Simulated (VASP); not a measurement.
Wanted: the native input for a VASP 6.6.1 run.

* Task: single point
* Functional: LDA
* Potentials or basis: VASP PAW LDA potentials, release 64 (Mg_sv, O)
* Cutoff: 750 eV
* k mesh: 8 × 8 × 8
* Occupations: gaussian, width 0.1 eV
* Spin: no spin polarisation
* Dipole correction: no
* Mended: yes
* Further INCAR settings: ALGO = Normal; EDIFF = 1e-06; NBANDS = 15

The structure of MgO lies in POSCAR:

```
MgO
1.0
    0.0000000000      2.0796349157      2.0796349157
    2.0796349157      0.0000000000      2.0796349157
    2.0796349157      2.0796349157      0.0000000000
Mg O
1 1
Direct
    0.0000000000      0.0000000000      0.0000000000
    0.5000000000      0.5000000000      0.5000000000
```

These files were run (other wordings do the same):

INCAR

```
PREC = Accurate ; ENCUT = 750
EDIFF = 1E-6 ; ISMEAR = 0
SIGMA = 0.1 ; LREAL = F
LASPH = T ; NELM = 120
ALGO = Normal ; ISIF = 2
LWAVE = F ; LCHARG = F
NBANDS = 15 ; GGA_COMPAT = F
```

KPOINTS

```
Automatic mesh
0
Gamma
  8 8 8
```

Potentials or basis: VASP PAW LDA potentials, release 64 (Mg_sv, O).

Launch:

```bash
$ cat potpaw_LDA.64/Mg_sv/POTCAR potpaw_LDA.64/O/POTCAR > POTCAR
$ mpirun -np 1 vasp_std > vasp.out
```

Results of the run:

```json
{
 "Pressure": "0.0 GPa",
 "Band gap on the k mesh": "5.05 eV"
}
```

It took 12 s on 1 thread of Intel(R) Xeon(R) Platinum 8259CL CPU @ 2.50GHz (Skylake/Cascade Lake) (shared host), peak memory 0.14 GiB.
